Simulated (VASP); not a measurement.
# PbSe (Clausthalite) (Fm-3m) in VASP: single point with LDA

Aim: the single point of PbSe (Clausthalite) with LDA.

Everything below comes from runs of VASP 6.6.1. Logs are shortened: lines on timing, memory, paths and dates and some standing lists are left out, and cuts for length are marked.

### Step 1. The cell of the first run

It takes space group Fm-3m (No. 225, cubic). Conventional cell: a = 6.121 Å, b = 6.121 Å, c = 6.121 Å, α = 90.00°, β = 90.00°, γ = 90.00°. Pb (site symmetry m-3m) has 6 Se at 3.06 Å within 4.0 Å. Within 4.0 Å of Se (site symmetry m-3m) lie 6 Pb at 3.06 Å.

### Step 2. Single point, LDA

Input file INCAR:

```
ALGO = Normal ; EDIFF = 1E-6
ENCUT = 500 ; GGA_COMPAT = False
ISIF = 2 ; ISMEAR = 0
LASPH = True ; LCHARG = False
LREAL = False ; LWAVE = False
NBANDS = 17 ; NELM = 120
PREC = Accurate ; SIGMA = 0.01
```

Input file KPOINTS:

```
k-points
0
Gamma
  5 5 5
```

Input file POSCAR:

```
PbSe
1.0
    0.0000000000      3.0606500000      3.0606500000
    3.0606500000      0.0000000000      3.0606500000
    3.0606500000      3.0606500000      0.0000000000
Pb Se
1 1
Direct
    0.0000000000      0.0000000000      0.0000000000
    0.5000000000      0.5000000000      0.5000000000
```

Potentials or basis: VASP PAW LDA potentials, release 64 (Pb_d, Se).

Command:

```sh
cat potpaw_LDA.64/Pb_d/POTCAR potpaw_LDA.64/Se/POTCAR > POTCAR
mpirun -np 1 vasp_std > vasp.out
```

OUTCAR:

```text
EDIFF = 1E-6
   ENCUT = 500
   ISIF = 2
   ISMEAR = 0
   LASPH = True
   LREAL = False
   NELM = 120
   PREC = Accurate

 ion  position               nearest neighbor table
   1  0.000  0.000  0.000-   2 3.06   2 3.06   2 3.06   2 3.06   2 3.06   2 3.06
   2  0.500  0.500  0.500-   1 3.06   1 3.06   1 3.06   1 3.06   1 3.06   1 3.06

  LATTYP: Found a face centered cubic cell.
 ALAT       =     6.1213000000

  Lattice vectors:

 A1 = (   0.0000000000,   3.0606500000,   3.0606500000)
 A2 = (   3.0606500000,   0.0000000000,   3.0606500000)
 A3 = (   3.0606500000,   3.0606500000,   0.0000000000)

Analysis of symmetry for initial positions (statically):
=====================================================================
 Subroutine PRICEL returns:
 Original cell was already a primitive cell.

 Routine SETGRP: Setting up the symmetry group for a
 face centered cubic supercell.

 Subroutine GETGRP returns: Found 48 space group operations
 (whereof 48 operations were pure point group operations)
 out of a pool of 48 trial point group operations.

The static configuration has the point symmetry O_h .

Analysis of symmetry for dynamics (positions and initial velocities):
=====================================================================
 Subroutine PRICEL returns:
 Original cell was already a primitive cell.

 Routine SETGRP: Setting up the symmetry group for a
 face centered cubic supercell.

 Subroutine GETGRP returns: Found 48 space group operations
 (whereof 48 operations were pure point group operations)
 out of a pool of 48 trial point group operations.

The dynamic configuration has the point symmetry O_h .

 Subroutine INISYM returns: Found 48 space group operations
 (whereof 48 operations are pure point group operations),
 and found     1 'primitive' translations

----------------------------------------------------------------------------------------

                                     Primitive cell

  volume of cell :      57.3418

  direct lattice vectors                    reciprocal lattice vectors
     0.000000000  3.060650000  3.060650000    -0.163363991  0.163363991  0.163363991
     3.060650000  0.000000000  3.060650000     0.163363991 -0.163363991  0.163363991
     3.060650000  3.060650000  0.000000000     0.163363991  0.163363991 -0.163363991

  length of vectors
     4.328412740  4.328412740  4.328412740     0.282954733  0.282954733  0.282954733

  position of ions in fractional coordinates (direct lattice)
     0.000000000  0.000000000  0.000000000
     0.500000000  0.500000000  0.500000000

  ion indices of the primitive-cell ions
   primitive index   ion index
                 1           1
                 2           2

----------------------------------------------------------------------------------------

 KPOINTS: k-points

Automatic generation of k-mesh.
 Grid dimensions read from file:
 generate k-points for:    5    5    5

 Generating k-lattice:

  Cartesian coordinates                     Fractional coordinates (reciprocal lattice)
    -0.032672798  0.032672798  0.032672798     0.200000000  0.000000000  0.000000000
     0.032672798 -0.032672798  0.032672798     0.000000000  0.200000000  0.000000000
     0.032672798  0.032672798 -0.032672798     0.000000000  0.000000000  0.200000000

  Length of vectors
     0.056590947  0.056590947  0.056590947

  Shift w.r.t. Gamma in fractional coordinates (k-lattice)
     0.000000000  0.000000000  0.000000000

 Subroutine IBZKPT returns following result:
 ===========================================

 Found     10 irreducible k-points:

 Following reciprocal coordinates:
            Coordinates               Weight
  0.000000  0.000000  0.000000      1.000000
  0.200000  0.000000  0.000000      8.000000
  0.400000  0.000000  0.000000      8.000000
  0.200000  0.200000  0.000000      6.000000
  0.400000  0.200000  0.000000     24.000000
 -0.400000  0.200000  0.000000     24.000000
 -0.200000  0.200000  0.000000     12.000000
  0.400000  0.400000  0.000000      6.000000
 -0.400000  0.400000  0.000000     12.000000
 -0.400000  0.400000  0.200000     24.000000
   k-points           NKPTS =     10   k-points in BZ     NKDIM =     10   number of bands    NBANDS=     17
   number of dos      NEDOS =    301   number of ions     NIONS =      2
   total plane-waves  NPLWV =  32768
   dimension x,y,z NGX =    32 NGY =   32 NGZ =   32
   dimension x,y,z NGXF=    64 NGYF=   64 NGZF=   64
   ions per type =               1   1
   NGX,Y,Z   is equivalent  to a cutoff of  12.29, 12.29, 12.29 a.u.
   NGXF,Y,Z  is equivalent  to a cutoff of  24.58, 24.58, 24.58 a.u.
 SYSTEM =  unknown system
   PREC   = accura    normal or accurate (medium, high low for compatibility)
   ISTART =      0    job   : 0-new  1-cont  2-samecut
   ICHARG =      2    charge: 1-file 2-atom 10-const
   ISPIN  =      1    spin polarized calculation?
   LNONCOLLINEAR =      F non collinear calculations
   LSORBIT =      F    spin-orbit coupling
   LASPH  =      T    aspherical Exc in radial PAW
   ENCUT  =  500.0 eV  36.75 Ry    6.06 a.u.   7.89  7.89  7.89*2*pi/ulx,y,z
   NELM   =    120;   NELMIN=  2; NELMDL= -5     # of ELM steps
   EDIFF  = 0.1E-05   stopping-criterion for ELM
   LREAL  =      F    real-space projection
   EDIFFG = 0.1E-04   stopping-criterion for IOM
   NSW    =      0    number of steps for IOM
   IBRION =     -1    ionic relax: 0-MD 1-quasi-New 2-CG
   NFREE  =      0    steps in history (QN), initial steepest desc. (CG)
   ISIF   =      2    stress and relaxation
   ISYM   =      2    0-nonsym 1-usesym 2-fastsym
   POTIM  = 0.5000    time-step for ionic-motion
   TEBEG  =    0.0;   TEEND  =   0.0 temperature during run
   PSTRESS=    0.0 pullay stress
   NELECT =      20.0000    total number of electrons
   NUPDOWN=      -1.0000    fix difference up-down
   EMIN   =  10.00;   EMAX   =-10.00  energy-range for DOS
   EFERMI =   0.00;   METHOD = LEGACY
   ISMEAR =     0;   SIGMA  =   0.01  broadening in eV -4-tet -1-fermi 0-gaus
   EFERMI_NEDOS =   21; number of points for ismear=-14 and -15
   IALGO  =     38    algorithm
   IMIX   =      4    mixing-type and parameters
     AMIX     =   0.40;   BMIX     =  1.00
     AMIX_MAG =   1.60;   BMIX_MAG =  1.00
  volume/ion in A,a.u.               =      28.67       193.48
  Fermi-wavevector in a.u.,A,eV,Ry     =   1.152377  2.177676 18.068159  1.327972
  Thomas-Fermi vector in A             =   2.289028
   LORBIT       =      0    0 simple, 1 ext, 2 COOP (PROOUT), +10 PAW based schemes
   GGA     = CA    functional components
   LHFCALC =     F    Hartree Fock is set to
   AEXX    =    0.0000 exact exchange contribution
   IVDW    =     0    specifies the selected vdW correction
   LEPSILON=     F    determine dielectric tensor
   LRPA    =     F    only Hartree local field effects (RPA)
 non-spin polarized calculation
 Gauss-broadening in eV      SIGMA  =   0.01
  energy-cutoff  :      500.00
  volume of cell :       57.34
 maximum number of plane-waves:      1476
   NGX = 15   NGY = 15   NGZ = 15

 number of electron      19.9999997 magnetization

 Free energy of the ion-electron system (eV)
  ---------------------------------------------------
  ext. energy  EPLUGINS =         0.00000000
  ---------------------------------------------------
  free energy    TOTEN  =        -9.45916811 eV

  energy without entropy =       -9.45916811  energy(sigma->0) =       -9.45916811

 E-fermi :   4.5653     XC(G=0):  -9.8479

 val. band max:        4.5125692750   @ k =  -0.2000   0.2000   0.0000
 cond. band min:       5.6228179313   @ k =   0.4000   0.0000   0.0000
 fundamental gap:      1.1102486563
 Fermi energy:         4.5653116692

 k-point     1 :       0.0000    0.0000    0.0000
  band No.  band energies     occupation
      1     -11.8789      2.00000
      2     -11.8789      2.00000
      3     -11.8766      2.00000
      4     -11.8766      2.00000
      5     -11.8766      2.00000
      6      -8.7126      2.00000
[... 9 lines left out ...]
     16      11.3815      0.00000
     17      12.9309      0.00000

 k-point     2 :       0.2000    0.0000    0.0000
  band No.  band energies     occupation
      1     -11.8871      2.00000
      2     -11.8871      2.00000
      3     -11.8753      2.00000
      4     -11.8653      2.00000
      5     -11.8653      2.00000
      6      -8.4177      2.00000
[... 9 lines left out ...]
     16      12.1862      0.00000
     17      15.2060      0.00000

 k-point     3 :       0.4000    0.0000    0.0000
  band No.  band energies     occupation
      1     -11.9009      2.00000
      2     -11.9009      2.00000
      3     -11.8739      2.00000
      4     -11.8464      2.00000
      5     -11.8464      2.00000
      6      -7.7828      2.00000
[... 9 lines left out ...]
     16      14.1836      0.00000
     17      15.9501      0.00000

 k-point     4 :       0.2000    0.2000    0.0000
  band No.  band energies     occupation
      1     -11.9089      2.00000
      2     -11.8831      2.00000
      3     -11.8722      2.00000
      4     -11.8614      2.00000
      5     -11.8614      2.00000
      6      -8.3099      2.00000
[... 9 lines left out ...]
     16      13.5469      0.00000
     17      13.9867      0.00000

 k-point     5 :       0.4000    0.2000    0.0000
  band No.  band energies     occupation
      1     -11.9355      2.00000
      2     -11.8800      2.00000
      3     -11.8799      2.00000
      4     -11.8512      2.00000
      5     -11.8431      2.00000
      6      -7.7622      2.00000
[... 9 lines left out ...]
     16      15.2357      0.00000
     17      15.9800      0.00000

 k-point     6 :      -0.4000    0.2000    0.0000
  band No.  band energies     occupation
      1     -11.9302      2.00000
      2     -11.8922      2.00000
      3     -11.8669      2.00000
      4     -11.8529      2.00000
      5     -11.8437      2.00000
      6      -7.4854      2.00000
[... 9 lines left out ...]
     16      14.1528      0.00000
     17      16.4788      0.00000

 k-point     7 :      -0.2000    0.2000    0.0000
  band No.  band energies     occupation
      1     -11.9014      2.00000
      2     -11.8941      2.00000
      3     -11.8715      2.00000
      4     -11.8598      2.00000
      5     -11.8535      2.00000
      6      -7.9852      2.00000
[... 9 lines left out ...]
     16      14.3817      0.00000
     17      15.0468      0.00000

 k-point     8 :       0.4000    0.4000    0.0000
  band No.  band energies     occupation
      1     -11.9920      2.00000
      2     -11.8936      2.00000
      3     -11.8612      2.00000
      4     -11.8353      2.00000
      5     -11.8353      2.00000
      6      -7.4465      2.00000
[... 9 lines left out ...]
     16      15.8746      0.00000
     17      17.1460      0.00000

 k-point     9 :      -0.4000    0.4000    0.0000
  band No.  band energies     occupation
      1     -11.9867      2.00000
      2     -11.8843      2.00000
      3     -11.8698      2.00000
      4     -11.8393      2.00000
      5     -11.8347      2.00000
      6      -7.2624      2.00000
[... 9 lines left out ...]
     16      15.6150      0.00000
     17      17.5482      0.00000

 k-point    10 :      -0.4000    0.4000    0.2000
  band No.  band energies     occupation
      1     -11.9623      2.00000
      2     -11.8805      2.00000
      3     -11.8730      2.00000
      4     -11.8527      2.00000
      5     -11.8356      2.00000
      6      -7.3544      2.00000
[... 9 lines left out ...]
     16      16.1889      0.00000
     17      16.2696      0.00000

------------------------ aborting loop because EDIFF is reached ----------------------------------------

  FORCE on cell =-STRESS in cart. coord.  units (eV):
  Direction    XX          YY          ZZ          XY          YZ          ZX
  --------------------------------------------------------------------------------------
  -------------------------------------------------------------------------------------
  Total       -0.7787857     -0.7787857     -0.7787857      0.0000000      0.0000000     -0.0000000
  in kB      -21.7599332    -21.7599332    -21.7599332      0.0000000      0.0000000     -0.0000000
  external PRESSURE =     -21.7599332 kB  Pullay stress =       0.0000000 kB

 VOLUME and BASIS-vectors are now :
 -----------------------------------------------------------------------------
  energy-cutoff  :      500.00
  volume of cell :       57.34
      direct lattice vectors                 reciprocal lattice vectors
     0.000000000  3.060650000  3.060650000    -0.163363991  0.163363991  0.163363991
     3.060650000  0.000000000  3.060650000     0.163363991 -0.163363991  0.163363991
     3.060650000  3.060650000  0.000000000     0.163363991  0.163363991 -0.163363991

 POSITION                                       TOTAL-FORCE (eV/Angst)
 -----------------------------------------------------------------------------------
      0.00000      0.00000      0.00000         0.000000      0.000000     -0.000000
      3.06065      3.06065      3.06065        -0.000000     -0.000000      0.000000
 -----------------------------------------------------------------------------------
    total drift:                                0.000000     -0.000000     -0.000000

  FREE ENERGIE OF THE ION-ELECTRON SYSTEM (eV)
  ---------------------------------------------------
  free  energy   TOTEN  =        -9.4591681144 eV

  energy  without entropy=       -9.4591681144  energy(sigma->0) =       -9.45916811
```

It took 9 s on 1 thread of Intel Xeon Platinum 8259CL at 2.50GHz (Skylake/Cascade Lake), shared host; peak memory 0.15 GiB.

What came out:

* Free energy: -9.4592 eV
* Pressure: -2.2 GPa

Caveat: this odd mesh misses L, where the gap lies, so gap, dielectric constants and Born charges aren't listed; spin-orbit coupling is left out, which moves the levels of the heavy elements.
